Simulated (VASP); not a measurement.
# Si (a cell with a defect) in VASP: further runs

Si (a cell with a defect) is run at these levels: PBE; tasks: single point.

All numbers are computed with VASP 6.6.1; they aren't measurements. Logs are shortened: lines on timing, memory, paths and dates and some standing lists are left out, and cuts for length are marked.

### Step 1. The cell of the first run

The cell holds a defect, 53 atoms: a = 11.604 Å, b = 11.604 Å, c = 11.604 Å, α = 60.00°, β = 60.00°, γ = 60.00°.

### Step 2. Single point, PBE

INCAR reads:

```
ALGO     = Normal         # electronic algorithm
EDIFF    = 1E-6           # SCF threshold, eV
ENCUT    = 400            # plane-wave cutoff, eV
GGA      = PE             # functional
GGA_COMPAT= F            
ISIF     = 2              # what is computed and relaxed
ISMEAR   = 0              # smearing method
LASPH    = T              # aspherical terms in the spheres
LCHARG   = F              # write CHGCAR
LREAL    = Auto         
LWAVE    = F              # write WAVECAR
NBANDS   = 138            # bands
NELM     = 120            # most SCF steps
PREC     = Accurate       # precision mode
SIGMA    = 0.02           # smearing width, eV
```

KPOINTS reads:

```
k-points
0
Gamma
  2 2 2
```

POSCAR reads:

```
Si
1.0
    8.2051406440      0.0000000000      8.2051406440
    8.2051406440      8.2051406440      0.0000000000
    0.0000000000      8.2051406440      8.2051406440
Si
53
Direct
    0.1817666588      0.1817667807      0.1817665369
    0.2486982964      0.5812488423      0.2486982964
    0.2503209986      0.9279728807      0.2503208768
    0.5812488423      0.2486982964      0.2486982964
    0.5819949599      0.5819949599      0.2493848172
    0.5823320047      0.9172939656      0.2495789029
    0.9279728807      0.2503209986      0.2503208768
    0.9172939047      0.5823320656      0.2495788420
    0.9180515395      0.9180515395      0.2502163082
    0.2486983574      0.2486983574      0.5812489032
    0.2493848172      0.5819949599      0.5819949599
    0.2495789638      0.9172940266      0.5823318219
    0.5819949599      0.2493848172      0.5819949599
    0.5825172544      0.5825172544      0.5825173763
    0.5829121897      0.9162502907      0.5829121897
    0.9172940875      0.2495789029      0.5823318828
    0.9162502907      0.5829121897      0.5829121897
    0.9167947055      0.9167947055      0.5832801298
    0.2503209986      0.2503209986      0.9279727588
    0.2495789029      0.5823318828      0.9172940875
    0.2502163691      0.9180514786      0.9180514786
    0.5823318828      0.2495787810      0.9172942094
    0.5829121288      0.5829121288      0.9162503516
    0.5832801908      0.9167946445      0.9167946445
    0.9180514786      0.2502163691      0.9180514786
    0.9167946445      0.5832801908      0.9167946445
    0.9167919633      0.9167919633      0.9167919633
    0.1672563652      0.4916185078      0.1672566089
    0.1678211940      0.8370213014      0.1678211940
    0.4916186297      0.1672563652      0.1672567308
    0.4985071771      0.4985071771      0.1661785653
    0.5000382294      0.8323462444      0.1671337591
    0.8370213014      0.1678211940      0.1678211940
    0.8323461225      0.5000382294      0.1671337591
    0.8351124980      0.8351124980      0.1661538247
    0.1672565480      0.1672564261      0.4916189344
    0.1661785043      0.4985072380      0.4985072380
    0.1671338201      0.8323461835      0.5000381685
    0.4985072380      0.1661785043      0.4985072380
    0.4990993668      0.4990993668      0.4990993668
    0.4997159924      0.8326291159      0.4997158706
    0.8323461835      0.1671338201      0.5000381685
    0.8326290549      0.4997159315      0.4997159315
    0.8330885839      0.8330884620      0.5004183570
    0.1678211940      0.1678211940      0.8370213014
    0.1671336982      0.5000382904      0.8323461835
    0.1661538856      0.8351124371      0.8351124371
    0.5000382294      0.1671337591      0.8323462444
    0.4997159315      0.4997158096      0.8326291768
    0.5004183570      0.8330884620      0.8330885839
    0.8351124371      0.1661538856      0.8351124371
    0.8330884620      0.5004183570      0.8330885839
    0.8333455570      0.8333455570      0.8333455570
```

Potentials or basis: VASP PAW PBE potentials, release 64 (Si).

Started as:

```bash
$ cat potpaw_PBE.64/Si/POTCAR > POTCAR
$ mpirun -np 1 vasp_std > vasp.out
```

OUTCAR:

```text
EDIFF = 1E-6
   ENCUT = 400
   GGA = PE
   ISIF = 2
   ISMEAR = 0
   LASPH = T
   LREAL = Auto
   NELM = 120
   PREC = Accurate

 ion  position               nearest neighbor table
   1  0.182  0.182  0.182-   7 2.43  19 2.43   3 2.43
   2  0.249  0.581  0.249-  31 2.37  37 2.37  28 2.39  29 2.42
   3  0.250  0.928  0.250-  32 2.37  38 2.37  29 2.43   1 2.43
   4  0.581  0.249  0.249-  31 2.37  39 2.37  30 2.39  33 2.42
   5  0.582  0.582  0.249-  40 2.37  31 2.37  34 2.37  32 2.37
   6  0.582  0.917  0.250-  32 2.37  30 2.37  41 2.37  35 2.40
   7  0.928  0.250  0.250-  34 2.37  42 2.37  33 2.43   1 2.43
[... 18 lines left out ...]
  26  0.917  0.583  0.917-  53 2.37  52 2.37  46 2.37  34 2.37
  27  0.917  0.917  0.917-  35 2.36  47 2.36  51 2.36  53 2.37
  28  0.167  0.492  0.167-   8 2.37  20 2.37   2 2.39
  29  0.168  0.837  0.168-   9 2.37  21 2.37   2 2.42   3 2.43
  30  0.492  0.167  0.167-   6 2.37  22 2.37   4 2.39
  31  0.499  0.499  0.166-   2 2.37   4 2.37  23 2.37   5 2.37
  32  0.500  0.832  0.167-   6 2.37   3 2.37  24 2.37   5 2.37
  33  0.837  0.168  0.168-   9 2.37  25 2.37   4 2.42   7 2.43
  34  0.832  0.500  0.167-   8 2.37   7 2.37  26 2.37   5 2.37
  35  0.835  0.835  0.166-  27 2.36   9 2.37   8 2.40   6 2.40
  36  0.167  0.167  0.492-  12 2.37  16 2.37  10 2.39
  37  0.166  0.499  0.499-  10 2.37   2 2.37  17 2.37  11 2.37
  38  0.167  0.832  0.500-  12 2.37   3 2.37  18 2.37  11 2.37
  39  0.499  0.166  0.499-  10 2.37   4 2.37  15 2.37  13 2.37
  40  0.499  0.499  0.499-   5 2.37  11 2.37  13 2.37  14 2.37
  41  0.500  0.833  0.500-  15 2.37  14 2.37   6 2.37  12 2.37
  42  0.832  0.167  0.500-  16 2.37   7 2.37  18 2.37  13 2.37
[... 9 lines left out ...]
  52  0.833  0.500  0.833-  23 2.37  17 2.37  25 2.37  26 2.37
  53  0.833  0.833  0.833-  24 2.37  26 2.37  18 2.37  27 2.37

  LATTYP: Found a face centered cubic cell.
 ALAT       =    16.4102812880

  Lattice vectors:

 A1 = (   8.2051406440,   0.0000000000,   8.2051406440)
 A2 = (   8.2051406440,   8.2051406440,   0.0000000000)
 A3 = (   0.0000000000,   8.2051406440,   8.2051406440)

Analysis of symmetry for initial positions (statically):
=====================================================================
 Subroutine PRICEL returns:
 Original cell was already a primitive cell.

 Routine SETGRP: Setting up the symmetry group for a
 face centered cubic supercell.

 Subroutine GETGRP returns: Found  6 space group operations
 (whereof  6 operations were pure point group operations)
 out of a pool of 48 trial point group operations.

The static configuration has the point symmetry C_3v.

Analysis of symmetry for dynamics (positions and initial velocities):
=====================================================================
 Subroutine PRICEL returns:
 Original cell was already a primitive cell.

 Routine SETGRP: Setting up the symmetry group for a
 face centered cubic supercell.

 Subroutine GETGRP returns: Found  6 space group operations
 (whereof  6 operations were pure point group operations)
 out of a pool of 48 trial point group operations.

The dynamic configuration has the point symmetry C_3v.

 Subroutine INISYM returns: Found  6 space group operations
 (whereof  6 operations are pure point group operations),
 and found     1 'primitive' translations

----------------------------------------------------------------------------------------

                                     Primitive cell

  volume of cell :    1104.8112

  direct lattice vectors                    reciprocal lattice vectors
     8.205140644  0.000000000  8.205140644     0.060937408 -0.060937408  0.060937408
     8.205140644  8.205140644  0.000000000     0.060937408  0.060937408 -0.060937408
     0.000000000  8.205140644  8.205140644    -0.060937408  0.060937408  0.060937408

  length of vectors
    11.603821180 11.603821180 11.603821180     0.105546686  0.105546686  0.105546686

  position of ions in fractional coordinates (direct lattice)
     0.181766659  0.181766781  0.181766537
     0.248698296  0.581248842  0.248698296
     0.250320999  0.927972881  0.250320877
     0.581248842  0.248698296  0.248698296
     0.581994960  0.581994960  0.249384817
     0.582332005  0.917293966  0.249578903
[... 45 lines left out ...]
     0.833088462  0.500418357  0.833088584
     0.833345557  0.833345557  0.833345557

  ion indices of the primitive-cell ions
   primitive index   ion index
                 1           1
                 2           2
                 3           3
                 4           4
                 5           5
                 6           6
[... 45 lines left out ...]
                52          52
                53          53

----------------------------------------------------------------------------------------

 KPOINTS: k-points

Automatic generation of k-mesh.
 Grid dimensions read from file:
 generate k-points for:    2    2    2

 Generating k-lattice:

  Cartesian coordinates                     Fractional coordinates (reciprocal lattice)
     0.030468704 -0.030468704  0.030468704     0.500000000  0.000000000  0.000000000
     0.030468704  0.030468704 -0.030468704     0.000000000  0.500000000  0.000000000
    -0.030468704  0.030468704  0.030468704     0.000000000  0.000000000  0.500000000

  Length of vectors
     0.052773343  0.052773343  0.052773343

  Shift w.r.t. Gamma in fractional coordinates (k-lattice)
     0.000000000  0.000000000  0.000000000

 Subroutine IBZKPT returns following result:
 ===========================================

 Found      4 irreducible k-points:

 Following reciprocal coordinates:
            Coordinates               Weight
  0.000000  0.000000  0.000000      1.000000
  0.500000  0.000000  0.000000      3.000000
  0.500000  0.500000  0.500000      1.000000
  0.500000  0.500000  0.000000      3.000000
   k-points           NKPTS =      4   k-points in BZ     NKDIM =      4   number of bands    NBANDS=    138
   number of dos      NEDOS =    301   number of ions     NIONS =     53
   total plane-waves  NPLWV = 512000
   dimension x,y,z NGX =    80 NGY =   80 NGZ =   80
   dimension x,y,z NGXF=   160 NGYF=  160 NGZF=  160
   ions per type =              53
   NGX,Y,Z   is equivalent  to a cutoff of  11.46, 11.46, 11.46 a.u.
   NGXF,Y,Z  is equivalent  to a cutoff of  22.92, 22.92, 22.92 a.u.
 SYSTEM =  unknown system
   PREC   = accura    normal or accurate (medium, high low for compatibility)
   ISTART =      0    job   : 0-new  1-cont  2-samecut
   ICHARG =      2    charge: 1-file 2-atom 10-const
   ISPIN  =      1    spin polarized calculation?
   LNONCOLLINEAR =      F non collinear calculations
   LSORBIT =      F    spin-orbit coupling
   LASPH  =      T    aspherical Exc in radial PAW
   ENCUT  =  400.0 eV  29.40 Ry    5.42 a.u.  18.92 18.92 18.92*2*pi/ulx,y,z
   NELM   =    120;   NELMIN=  2; NELMDL= -5     # of ELM steps
   EDIFF  = 0.1E-05   stopping-criterion for ELM
   LREAL  =      T    real-space projection
   EDIFFG = 0.1E-04   stopping-criterion for IOM
   NSW    =      0    number of steps for IOM
   IBRION =     -1    ionic relax: 0-MD 1-quasi-New 2-CG
   NFREE  =      0    steps in history (QN), initial steepest desc. (CG)
   ISIF   =      2    stress and relaxation
   ISYM   =      2    0-nonsym 1-usesym 2-fastsym
   POTIM  = 0.5000    time-step for ionic-motion
   TEBEG  =    0.0;   TEEND  =   0.0 temperature during run
   PSTRESS=    0.0 pullay stress
   NELECT =     212.0000    total number of electrons
   NUPDOWN=      -1.0000    fix difference up-down
   EMIN   =  10.00;   EMAX   =-10.00  energy-range for DOS
   EFERMI =   0.00;   METHOD = LEGACY
   ISMEAR =     0;   SIGMA  =   0.02  broadening in eV -4-tet -1-fermi 0-gaus
   EFERMI_NEDOS =   21; number of points for ismear=-14 and -15
   IALGO  =     38    algorithm
   IMIX   =      4    mixing-type and parameters
     AMIX     =   0.40;   BMIX     =  1.00
     AMIX_MAG =   1.60;   BMIX_MAG =  1.00
  volume/ion in A,a.u.               =      20.85       140.67
  Fermi-wavevector in a.u.,A,eV,Ry     =   0.944258  1.784389 12.131274  0.891624
  Thomas-Fermi vector in A             =   2.072045
   LORBIT       =      0    0 simple, 1 ext, 2 COOP (PROOUT), +10 PAW based schemes
   GGA     = PE    functional components
   LHFCALC =     F    Hartree Fock is set to
   AEXX    =    0.0000 exact exchange contribution
   IVDW    =     0    specifies the selected vdW correction
   LEPSILON=     F    determine dielectric tensor
   LRPA    =     F    only Hartree local field effects (RPA)
 non-spin polarized calculation
 Gauss-broadening in eV      SIGMA  =   0.02
  energy-cutoff  :      400.00
  volume of cell :     1104.81
 maximum number of plane-waves:     20107
 NGX is ok and might be reduce to    80
   NGX = 37   NGY = 37   NGZ = 37

 number of electron     212.0000005 magnetization

 Free energy of the ion-electron system (eV)
  ---------------------------------------------------
  ext. energy  EPLUGINS =         0.00000000
  ---------------------------------------------------
  free energy    TOTEN  =      -283.74330738 eV

  energy without entropy =     -283.73944914  energy(sigma->0) =     -283.74137826

 E-fermi :   5.8357     XC(G=0):  -9.2657

 val. band max:        5.2094072793   @ k =   0.0000   0.0000   0.0000
 cond. band min:       5.8417572152   @ k =   0.5000   0.5000   0.0000
 fundamental gap:      0.6323499359
 Fermi energy:         5.8356641545

 k-point     1 :       0.0000    0.0000    0.0000
  band No.  band energies     occupation
      1      -6.3019      2.00000
      2      -5.0367      2.00000
      3      -5.0081      2.00000
      4      -5.0052      2.00000
      5      -5.0052      2.00000
      6      -4.9610      2.00000
[... 110 lines left out ...]
    117       7.0466      0.00000
    118       7.0553      0.00000
[... 361 lines left out ...]
    117       7.5468      0.00000
    118       7.5477      0.00000
 [bands above 118 left out]

------------------------ aborting loop because EDIFF is reached ----------------------------------------

  FORCE on cell =-STRESS in cart. coord.  units (eV):
  Direction    XX          YY          ZZ          XY          YZ          ZX
  --------------------------------------------------------------------------------------
  -------------------------------------------------------------------------------------
  Total       -7.6131366     -7.6131366     -7.6131366     -1.4762929     -1.4762929     -1.4762929
  in kB      -11.0404333    -11.0404333    -11.0404333     -2.1408933     -2.1408933     -2.1408933
  external PRESSURE =     -11.0404333 kB  Pullay stress =       0.0000000 kB

 VOLUME and BASIS-vectors are now :
 -----------------------------------------------------------------------------
  energy-cutoff  :      400.00
  volume of cell :     1104.81
      direct lattice vectors                 reciprocal lattice vectors
     8.205140644  0.000000000  8.205140644     0.060937408 -0.060937408  0.060937408
     8.205140644  8.205140644  0.000000000     0.060937408  0.060937408 -0.060937408
     0.000000000  8.205140644  8.205140644    -0.060937408  0.060937408  0.060937408

 POSITION                                       TOTAL-FORCE (eV/Angst)
 -----------------------------------------------------------------------------------
      2.98284      2.98284      2.98284        -0.151565     -0.151565     -0.151565
      6.80983      6.80983      4.08121         0.007174      0.007174     -0.007621
      9.66807      9.66807      4.10784        -0.070323     -0.070323      0.021303
      6.80983      4.08121      6.80983         0.007174     -0.007621      0.007174
      9.55070      6.82159      6.82159         0.019913      0.013569      0.013569
     12.30464      9.57436      6.82595         0.002416      0.014293     -0.006707
[... 45 lines left out ...]
     10.94161     10.94161     13.67122         0.010157      0.010157      0.010098
     13.67544     13.67544     13.67544        -0.013189     -0.013189     -0.013189
 -----------------------------------------------------------------------------------
    total drift:                                0.003205      0.002894      0.002755

  FREE ENERGIE OF THE ION-ELECTRON SYSTEM (eV)
  ---------------------------------------------------
  free  energy   TOTEN  =      -283.7433073774 eV

  energy  without entropy=     -283.7394491353  energy(sigma->0) =     -283.74137826
```

It took 14 min on 1 thread of Intel Xeon Platinum 8259CL at 2.50GHz (Skylake/Cascade Lake), shared host; peak memory 1 GiB.

Results:

```yaml
Free_energy: -283.7433 eV
Pressure: -1.1 GPa
Largest_force: 0.263 eV/Å
Band_gap_on_the_k_mesh: zero (bands 106 and 107 overlap by 0.26 eV)
```

Forces on the atoms (eV/Å):
```
Si  -0.152 -0.152 -0.152
Si   0.007  0.007 -0.008
Si  -0.070 -0.070  0.021
Si   0.007 -0.008  0.007
Si   0.020  0.014  0.014
Si   0.002  0.014 -0.007
Si  -0.070  0.021 -0.070
Si   0.002 -0.007  0.014
Si  -0.001  0.000  0.000
Si  -0.008  0.007  0.007
Si   0.014  0.020  0.014
Si   0.014  0.002 -0.007
Si   0.014  0.014  0.020
Si   0.007  0.007  0.007
Si  -0.006 -0.006  0.005
Si   0.014 -0.007  0.002
Si  -0.006  0.005 -0.006
Si   0.015  0.002  0.002
Si   0.021 -0.070 -0.070
Si  -0.007  0.002  0.014
Si   0.000 -0.001  0.000
Si  -0.007  0.014  0.002
Si   0.005 -0.006 -0.006
Si   0.002  0.015  0.002
Si   0.000  0.000 -0.001
Si   0.002  0.002  0.015
Si  -0.002 -0.002 -0.002
Si   0.039  0.039  0.009
Si  -0.006 -0.006  0.013
Si   0.039  0.009  0.039
Si   0.026  0.016  0.016
Si   0.013  0.009 -0.009
Si  -0.006  0.013 -0.006
Si   0.013 -0.009  0.009
Si  -0.027  0.006  0.006
Si   0.009  0.039  0.039
Si   0.016  0.026  0.016
Si   0.009  0.013 -0.009
Si   0.016  0.016  0.026
Si   0.008  0.008  0.008
Si  -0.001 -0.001  0.001
Si   0.009 -0.009  0.013
Si  -0.001  0.001 -0.001
Si   0.010  0.010  0.010
Si   0.013 -0.006 -0.006
Si  -0.009  0.013  0.009
Si   0.006 -0.027  0.006
Si  -0.009  0.009  0.013
Si   0.001 -0.001 -0.001
Si   0.010  0.010  0.010
Si   0.006  0.006 -0.027
Si   0.010  0.010  0.010
Si  -0.013 -0.013 -0.013
```

[end of part 1 of 2]
